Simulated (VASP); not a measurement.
Wanted: the native input for a VASP 6.6.1 run.

- Task: electric field gradients
- Functional: PBEsol
- Potentials or basis: VASP PAW PBE potentials, release 64 (Ti_sv, Rh_pv)
- Cutoff: 520 eV
- k mesh: 11 × 11 × 10
- Occupations: fermi-dirac, width 0.05 eV
- Spin: no spin polarisation
- Dipole correction: no
- Further INCAR settings: ALGO = Normal; EDIFF = 1e-08; NBANDS = 20

The structure of TiRh lies in POSCAR:

```
TiRh
1.0
    3.0077886562      0.0000000000      0.0000000000
    0.0000000000      3.0077886562      0.0000000000
    0.0000000000      0.0000000000      3.3721860770
Ti Rh
1 1
Direct
    0.5000000000      0.5000000000      0.5000000000
    0.0000000000      0.0000000000      0.0000000000
```

This cell differs from its parent crystal: volume scaled by 1.02.

The input as run:

INCAR

```
  PREC = Accurate
  ENCUT = 520
  EDIFF = 1E-8
  ISMEAR = -1
  SIGMA = 0.05
  LREAL = False
  LASPH = True
  NELM = 100
  ALGO = Normal
  ISIF = 2
  LWAVE = False
  LCHARG = False
  GGA = PS
  LEFG = True
  NBANDS = 20
```

KPOINTS

```
regular mesh
0
Gamma
  11 11 10
```

Potentials or basis: VASP PAW PBE potentials, release 64 (Ti_sv, Rh_pv).

Run with:

```console
$ cat potpaw_PBE.64/Ti_sv/POTCAR potpaw_PBE.64/Rh_pv/POTCAR > POTCAR
$ mpirun -np 1 vasp_std > vasp.out
```

Results of the run:

| Property | Result |
| --- | --- |
| Pressure | -10.1 GPa |

Caveat: without QUAD_EFG the Cq values of the log hold for a quadrupole moment of 1 mb, not for the nuclei; the PAW data sets were made with another functional, which shifts forces and pressure a little.

It took 61 s on 1 thread of Intel(R) Xeon(R) Platinum 8559C (Emerald Rapids), with other jobs on the host, peak memory 0.19 GiB.
